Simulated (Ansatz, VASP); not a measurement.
Mn3Zn: VASP beside Ansatz

```
Zn Mn
1.0
    -1.75441    1.75441    3.82180
     1.75441   -1.75441    3.82180
     1.75441    1.75441   -3.82180
Zn Mn
1 3
Cartesian
  0.0000 0.0000 0.0000
  0.0000 0.0000 3.8218
  1.7544 0.0000 1.9109
  0.0000 1.7544 1.9109
```

Alike in both runs: task single point; functional RPBE; k mesh 11 × 11 × 11; occupations gaussian, width 0.05 eV; collinear spin, ferromagnetic start.

|  | VASP | Ansatz |
| --- | --- | --- |
| version | VASP 6.6.1 | Ansatz 0.2.0 |
| potentials or method | VASP PAW PBE potentials, release 54 (Zn, Mn_pv) | Ansatz PAW |
| plane-wave cutoff (eV) | 520 | 420 |
| valence electrons in the cell | 51 | 57 |

```csv
,VASP,Ansatz,Ansatz less VASP
gap on the k mesh at the Fermi level (eV),none,none,-
pressure (GPa),4.4,14.6,+10.20
"traceless stress, the component that is largest in VASP (GPa)",-0.58,0.25,+0.830
net moment per atom (μB),0.94,0.48,-0.457
size of the moment on the site where the two differ most (μB),1.17,2.39,+1.215
```

The net moments are unlike, so the other rows may belong to different states. VASP's potentials were made for PBE, not for RPBE. Site moments also hang on the region over which each program counts them. A gap of «none» marks a metal or a gap that the smearing closes. VASP's potentials hold 51 valence electrons a cell and Ansatz's 57, so a difference there can come from the potentials and not from the codes.
